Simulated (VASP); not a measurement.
# CuI (F-43m) in VASP: single point with LDA

Aim: the single point of CuI with LDA.

Program: VASP 6.6.1. These are calculated values, not measurements. Logs are shortened: lines on timing, memory, paths and dates and some standing lists are left out, and cuts for length are marked.

### Step 1. The cell of the first run

The structure is cubic, space group F-43m (No. 216). Conventional cell: a = 5.862 Å, b = 5.862 Å, c = 5.862 Å, α = 90.00°, β = 90.00°, γ = 90.00°. Cu (site symmetry -43m) has 4 I at 2.54 Å within 3.3 Å. I (site symmetry -43m) has 4 Cu at 2.54 Å within 3.3 Å.

### Step 2. Single point, LDA

INCAR reads:

```
PREC = Accurate ; ENCUT = 600
EDIFF = 1E-6 ; ISMEAR = 0
SIGMA = 0.02 ; LREAL = F
LASPH = T ; NELM = 120
ALGO = Normal ; ISIF = 2
LWAVE = F ; LCHARG = F
NBANDS = 16 ; GGA_COMPAT = F
```

KPOINTS reads:

```
regular mesh
0
Gamma
  8 8 8
```

POSCAR reads:

```
CuI
1.0
    0.0000000000      2.9308022151      2.9308022151
    2.9308022151      0.0000000000      2.9308022151
    2.9308022151      2.9308022151      0.0000000000
Cu I
1 1
Direct
    0.0000000000      0.0000000000      0.0000000000
    0.2500000000      0.2500000000      0.2500000000
```

Potentials or basis: VASP PAW LDA potentials, release 64 (Cu, I).

Command:

```sh
> cat potpaw_LDA.64/Cu/POTCAR potpaw_LDA.64/I/POTCAR > POTCAR
> mpirun -np 1 vasp_std > vasp.out
```

OUTCAR:

```text
PREC = Accurate
   ENCUT = 600
   EDIFF = 1E-6
   ISMEAR = 0
   LREAL = F
   LASPH = T
   NELM = 120
   ISIF = 2

 ion  position               nearest neighbor table
   1  0.000  0.000  0.000-   2 2.54   2 2.54   2 2.54   2 2.54
   2  0.250  0.250  0.250-   1 2.54   1 2.54   1 2.54   1 2.54

  LATTYP: Found a face centered cubic cell.
 ALAT       =     5.8616044302

  Lattice vectors:

 A1 = (   0.0000000000,   2.9308022151,   2.9308022151)
 A2 = (   2.9308022151,   0.0000000000,   2.9308022151)
 A3 = (   2.9308022151,   2.9308022151,   0.0000000000)

Analysis of symmetry for initial positions (statically):
=====================================================================
 Subroutine PRICEL returns:
 Original cell was already a primitive cell.

 Routine SETGRP: Setting up the symmetry group for a
 face centered cubic supercell.

 Subroutine GETGRP returns: Found 24 space group operations
 (whereof 24 operations were pure point group operations)
 out of a pool of 48 trial point group operations.

The static configuration has the point symmetry T_d .

Analysis of symmetry for dynamics (positions and initial velocities):
=====================================================================
 Subroutine PRICEL returns:
 Original cell was already a primitive cell.

 Routine SETGRP: Setting up the symmetry group for a
 face centered cubic supercell.

 Subroutine GETGRP returns: Found 24 space group operations
 (whereof 24 operations were pure point group operations)
 out of a pool of 48 trial point group operations.

The dynamic configuration has the point symmetry T_d .

 Subroutine INISYM returns: Found 24 space group operations
 (whereof 24 operations are pure point group operations),
 and found     1 'primitive' translations

----------------------------------------------------------------------------------------

                                     Primitive cell

  volume of cell :      50.3488

  direct lattice vectors                    reciprocal lattice vectors
     0.000000000  2.930802215  2.930802215    -0.170601755  0.170601755  0.170601755
     2.930802215  0.000000000  2.930802215     0.170601755 -0.170601755  0.170601755
     2.930802215  2.930802215  0.000000000     0.170601755  0.170601755 -0.170601755

  length of vectors
     4.144780241  4.144780241  4.144780241     0.295490907  0.295490907  0.295490907

  position of ions in fractional coordinates (direct lattice)
     0.000000000  0.000000000  0.000000000
     0.250000000  0.250000000  0.250000000

  ion indices of the primitive-cell ions
   primitive index   ion index
                 1           1
                 2           2

----------------------------------------------------------------------------------------

 KPOINTS: regular mesh

Automatic generation of k-mesh.
 Grid dimensions read from file:
 generate k-points for:    8    8    8

 Generating k-lattice:

  Cartesian coordinates                     Fractional coordinates (reciprocal lattice)
    -0.021325219  0.021325219  0.021325219     0.125000000  0.000000000  0.000000000
     0.021325219 -0.021325219  0.021325219     0.000000000  0.125000000  0.000000000
     0.021325219  0.021325219 -0.021325219     0.000000000  0.000000000  0.125000000

  Length of vectors
     0.036936363  0.036936363  0.036936363

  Shift w.r.t. Gamma in fractional coordinates (k-lattice)
     0.000000000  0.000000000  0.000000000

 Subroutine IBZKPT returns following result:
 ===========================================

 Found     29 irreducible k-points:

 Following reciprocal coordinates:
            Coordinates               Weight
  0.000000  0.000000  0.000000      1.000000
  0.125000  0.000000  0.000000      8.000000
  0.250000  0.000000  0.000000      8.000000
  0.375000  0.000000  0.000000      8.000000
  0.500000  0.000000  0.000000      4.000000
  0.125000  0.125000  0.000000      6.000000
[... 16 lines left out ...]
  0.500000  0.250000  0.125000     48.000000
 -0.375000  0.250000  0.125000     24.000000
 [... further k-points ...]
   k-points           NKPTS =     29   k-points in BZ     NKDIM =     29   number of bands    NBANDS=     16
   number of dos      NEDOS =    301   number of ions     NIONS =      2
   total plane-waves  NPLWV =  46656
   dimension x,y,z NGX =    36 NGY =   36 NGZ =   36
   dimension x,y,z NGXF=    72 NGYF=   72 NGZF=   72
   ions per type =               1   1
   NGX,Y,Z   is equivalent  to a cutoff of  14.44, 14.44, 14.44 a.u.
   NGXF,Y,Z  is equivalent  to a cutoff of  28.88, 28.88, 28.88 a.u.
 SYSTEM =  unknown system
   PREC   = accura    normal or accurate (medium, high low for compatibility)
   ISTART =      0    job   : 0-new  1-cont  2-samecut
   ICHARG =      2    charge: 1-file 2-atom 10-const
   ISPIN  =      1    spin polarized calculation?
   LNONCOLLINEAR =      F non collinear calculations
   LSORBIT =      F    spin-orbit coupling
   LASPH  =      T    aspherical Exc in radial PAW
   ENCUT  =  600.0 eV  44.10 Ry    6.64 a.u.   8.28  8.28  8.28*2*pi/ulx,y,z
   NELM   =    120;   NELMIN=  2; NELMDL= -5     # of ELM steps
   EDIFF  = 0.1E-05   stopping-criterion for ELM
   LREAL  =      F    real-space projection
   EDIFFG = 0.1E-04   stopping-criterion for IOM
   NSW    =      0    number of steps for IOM
   IBRION =     -1    ionic relax: 0-MD 1-quasi-New 2-CG
   NFREE  =      0    steps in history (QN), initial steepest desc. (CG)
   ISIF   =      2    stress and relaxation
   ISYM   =      2    0-nonsym 1-usesym 2-fastsym
   POTIM  = 0.5000    time-step for ionic-motion
   TEBEG  =    0.0;   TEEND  =   0.0 temperature during run
   PSTRESS=    0.0 pullay stress
   NELECT =      18.0000    total number of electrons
   NUPDOWN=      -1.0000    fix difference up-down
   EMIN   =  10.00;   EMAX   =-10.00  energy-range for DOS
   EFERMI =   0.00;   METHOD = LEGACY
   ISMEAR =     0;   SIGMA  =   0.02  broadening in eV -4-tet -1-fermi 0-gaus
   EFERMI_NEDOS =   21; number of points for ismear=-14 and -15
   IALGO  =     38    algorithm
   IMIX   =      4    mixing-type and parameters
     AMIX     =   0.40;   BMIX     =  1.00
     AMIX_MAG =   1.60;   BMIX_MAG =  1.00
  volume/ion in A,a.u.               =      25.17       169.89
  Fermi-wavevector in a.u.,A,eV,Ry     =   1.161901  2.195675 18.368057  1.350014
  Thomas-Fermi vector in A             =   2.298468
   LORBIT       =      0    0 simple, 1 ext, 2 COOP (PROOUT), +10 PAW based schemes
   GGA     = CA    functional components
   LHFCALC =     F    Hartree Fock is set to
   AEXX    =    0.0000 exact exchange contribution
   IVDW    =     0    specifies the selected vdW correction
   LEPSILON=     F    determine dielectric tensor
   LRPA    =     F    only Hartree local field effects (RPA)
 non-spin polarized calculation
 Gauss-broadening in eV      SIGMA  =   0.02
  energy-cutoff  :      600.00
  volume of cell :       50.35
 maximum number of plane-waves:      1705
 NGX is ok and might be reduce to    36
   NGX = 17   NGY = 17   NGZ = 17

 number of electron      18.0000004 magnetization

 Free energy of the ion-electron system (eV)
  ---------------------------------------------------
  ext. energy  EPLUGINS =         0.00000000
  ---------------------------------------------------
  free energy    TOTEN  =        -6.99633501 eV

  energy without entropy =       -6.99633501  energy(sigma->0) =       -6.99633501

 E-fermi :   5.4879     XC(G=0):  -9.7661

 val. band max:        5.3439245587   @ k =   0.0000   0.0000   0.0000
 cond. band min:       6.6302321744   @ k =   0.0000   0.0000   0.0000
 fundamental gap:      1.2863076157
 Fermi energy:         5.4878704653

 k-point     1 :       0.0000    0.0000    0.0000
  band No.  band energies     occupation
      1      -9.2195      2.00000
      2       1.2103      2.00000
      3       1.2103      2.00000
      4       1.2103      2.00000
      5       2.9625      2.00000
      6       2.9625      2.00000
[... 8 lines left out ...]
     15      15.2038      0.00000
     16      15.2038      0.00000

 k-point     2 :       0.1250    0.0000    0.0000
  band No.  band energies     occupation
      1      -9.1279      2.00000
      2       0.9177      2.00000
      3       1.2220      2.00000
      4       1.2220      2.00000
      5       2.9545      2.00000
      6       2.9545      2.00000
[... 8 lines left out ...]
     15      14.3746      0.00000
     16      14.3746      0.00000

 k-point     3 :       0.2500    0.0000    0.0000
  band No.  band energies     occupation
      1      -8.8904      2.00000
      2       0.1864      2.00000
      3       1.2462      2.00000
      4       1.2462      2.00000
      5       2.9498      2.00000
      6       2.9498      2.00000
[... 8 lines left out ...]
     15      14.1578      0.00000
     16      14.1578      0.00000

 k-point     4 :       0.3750    0.0000    0.0000
  band No.  band energies     occupation
      1      -8.6240      2.00000
      2      -0.5615      2.00000
      3       1.2636      2.00000
      4       1.2636      2.00000
      5       2.9725      2.00000
      6       2.9725      2.00000
[... 8 lines left out ...]
     15      15.1802      0.00000
     16      15.1802      0.00000

 k-point     5 :       0.5000    0.0000    0.0000
  band No.  band energies     occupation
      1      -8.5029      2.00000
      2      -0.8747      2.00000
      3       1.2685      2.00000
      4       1.2685      2.00000
      5       2.9932      2.00000
      6       2.9932      2.00000
[... 8 lines left out ...]
     15      16.5485      0.00000
     16      16.5485      0.00000

 k-point     6 :       0.1250    0.1250    0.0000
  band No.  band energies     occupation
      1      -9.0973      2.00000
      2       0.8792      2.00000
      3       1.2039      2.00000
      4       1.2039      2.00000
      5       2.9237      2.00000
      6       2.9768      2.00000
[... 8 lines left out ...]
     15      14.7710      0.00000
     16      15.3650      0.00000

 k-point     7 :       0.2500    0.1250    0.0000
  band No.  band energies     occupation
      1      -8.9077      2.00000
      2       0.3618      2.00000
      3       1.1973      2.00000
      4       1.2101      2.00000
      5       2.8961      2.00000
      6       2.9867      2.00000
[... 8 lines left out ...]
     15      15.1489      0.00000
     16      15.4835      0.00000

 k-point     8 :       0.3750    0.1250    0.0000
  band No.  band energies     occupation
      1      -8.6468      2.00000
      2      -0.3140      2.00000
      3       1.1401      2.00000
      4       1.2320      2.00000
      5       2.9121      2.00000
      6       2.9998      2.00000
[... 8 lines left out ...]
     15      15.1960      0.00000
     16      15.8353      0.00000

 k-point     9 :       0.5000    0.1250    0.0000
  band No.  band energies     occupation
      1      -8.4704      2.00000
      2      -0.7356      2.00000
      3       1.0571      2.00000
      4       1.2588      2.00000
      5       2.9431      2.00000
      6       2.9966      2.00000
[... 8 lines left out ...]
     15      16.0893      0.00000
     16      16.5765      0.00000
[... 172 lines left out ...]
 k-point    19 :       0.5000    0.3750    0.0000
  band No.  band energies     occupation
      1      -8.2970      2.00000
      2      -0.6896      2.00000
      3       0.9644      2.00000
      4       1.2100      2.00000
      5       2.8592      2.00000
      6       3.0367      2.00000
[... 8 lines left out ...]
     15      16.9928      0.00000
     16      18.1144      0.00000

 k-point    20 :      -0.3750    0.3750    0.0000
  band No.  band energies     occupation
      1      -8.2750      2.00000
      2      -0.4818      2.00000
      3       0.4335      2.00000
      4       1.2420      2.00000
      5       2.8013      2.00000
      6       2.9883      2.00000
[... 8 lines left out ...]
     15      15.5790      0.00000
     16      19.2537      0.00000

 k-point    21 :       0.5000    0.5000    0.0000
  band No.  band energies     occupation
      1      -8.2570      2.00000
      2      -0.8447      2.00000
      3       1.1995      2.00000
      4       1.1995      2.00000
      5       2.9132      2.00000
      6       3.0463      2.00000
[... 8 lines left out ...]
     15      17.0203      0.00000
     16      17.7971      0.00000

 k-point    22 :       0.3750    0.2500    0.1250
  band No.  band energies     occupation
      1      -8.7042      2.00000
      2      -0.0248      2.00000
      3       1.0215      2.00000
      4       1.2491      2.00000
      5       2.8765      2.00000
      6       3.0040      2.00000
[... 8 lines left out ...]
     15      15.8968      0.00000
     16      16.8686      0.00000

 k-point    23 :       0.5000    0.2500    0.1250
  band No.  band energies     occupation
      1      -8.4811      2.00000
      2      -0.4007      2.00000
      3       0.7805      2.00000
      4       1.2497      2.00000
      5       2.9047      2.00000
      6       2.9784      2.00000
[... 8 lines left out ...]
     15      16.1961      0.00000
     16      17.0303      0.00000

 k-point    24 :      -0.3750    0.2500    0.1250
  band No.  band energies     occupation
      1      -8.3816      2.00000
      2      -0.5668      2.00000
      3       0.6713      2.00000
      4       1.2426      2.00000
      5       2.8823      2.00000
      6       2.9734      2.00000
[... 8 lines left out ...]
     15      16.2250      0.00000
     16      16.9617      0.00000

 [... further k-points ...]

------------------------ aborting loop because EDIFF is reached ----------------------------------------

  FORCE on cell =-STRESS in cart. coord.  units (eV):
  Direction    XX          YY          ZZ          XY          YZ          ZX
  --------------------------------------------------------------------------------------
  -------------------------------------------------------------------------------------
  Total        0.0771848      0.0771848      0.0771848      0.0000000      0.0000000     -0.0000000
  in kB        2.4561369      2.4561369      2.4561369      0.0000000      0.0000000     -0.0000000
  external PRESSURE =       2.4561369 kB  Pullay stress =       0.0000000 kB

 VOLUME and BASIS-vectors are now :
 -----------------------------------------------------------------------------
  energy-cutoff  :      600.00
  volume of cell :       50.35
      direct lattice vectors                 reciprocal lattice vectors
     0.000000000  2.930802215  2.930802215    -0.170601755  0.170601755  0.170601755
     2.930802215  0.000000000  2.930802215     0.170601755 -0.170601755  0.170601755
     2.930802215  2.930802215  0.000000000     0.170601755  0.170601755 -0.170601755

 POSITION                                       TOTAL-FORCE (eV/Angst)
 -----------------------------------------------------------------------------------
      0.00000      0.00000      0.00000         0.000000      0.000000     -0.000000
      1.46540      1.46540      1.46540        -0.000000     -0.000000      0.000000
 -----------------------------------------------------------------------------------
    total drift:                                0.000000      0.000000     -0.000000

  FREE ENERGIE OF THE ION-ELECTRON SYSTEM (eV)
  ---------------------------------------------------
  free  energy   TOTEN  =        -6.9963350105 eV

  energy  without entropy=       -6.9963350105  energy(sigma->0) =       -6.99633501
```

Run time: 48 s. Hardware: 1 thread of AMD EPYC 7R43 (Zen 3), shared host; peak memory 0.15 GiB.

What came out:

| Item | Value |
| --- | --- |
| Free energy | -6.9963 eV |
| Pressure | 0.2 GPa |
| Band gap on the k mesh | 1.29 eV |

Caveat: spin-orbit coupling is left out, which moves the levels of the heavy elements.
